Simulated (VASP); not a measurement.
A run of VASP 6.6.1 is set up as follows.

INCAR

```
SYSTEM = CdSe
ALGO     = Normal         ! electronic algorithm
EDIFF    = 1E-7           ! SCF threshold, eV
ENCUT    = 520            ! plane-wave cutoff, eV
GGA      = PS             ! functional
ISIF     = 2              ! what is computed and relaxed
ISMEAR   = 0              ! smearing method
LASPH    = .True.         ! aspherical terms in the spheres
LCHARG   = .False.        ! write CHGCAR
LREAL    = .False.        ! projectors in reciprocal space
LWAVE    = .False.        ! write WAVECAR
NBANDS   = 16             ! bands
NELM     = 100            ! most SCF steps
PREC     = Accurate       ! precision mode
SIGMA    = 0.01           ! smearing width, eV
```

File KPOINTS:

```
k-points
0
Gamma
  6 6 6
  0 0 0
```

Contents of POSCAR:

```
CdSe
1.0
    3.0850073334      3.0850073334      0.0000000000
   -3.0850073334      3.0850073334      0.0000000000
    0.0000000000      3.0850073334      3.0850073334
Cd Se
1 1
Direct
    0.0000000000      0.0000000000      0.0000000000
    0.7500000000      0.2500000000      0.5000000000
```

Potentials or basis: VASP PAW PBE potentials, release 64 (Cd, Se).

Command:

```console
$ cat potpaw_PBE.64/Cd/POTCAR potpaw_PBE.64/Se/POTCAR > POTCAR
$ mpirun -np 1 vasp_std > vasp.out
```

Problem. Estimate the band gap on the k mesh.

Solution. 0.40 eV, direct.

Problem. Estimate the pressure.

Solution. -1.8 GPa.

Caveat: the PAW data sets were made with another functional, which shifts forces and pressure a little.
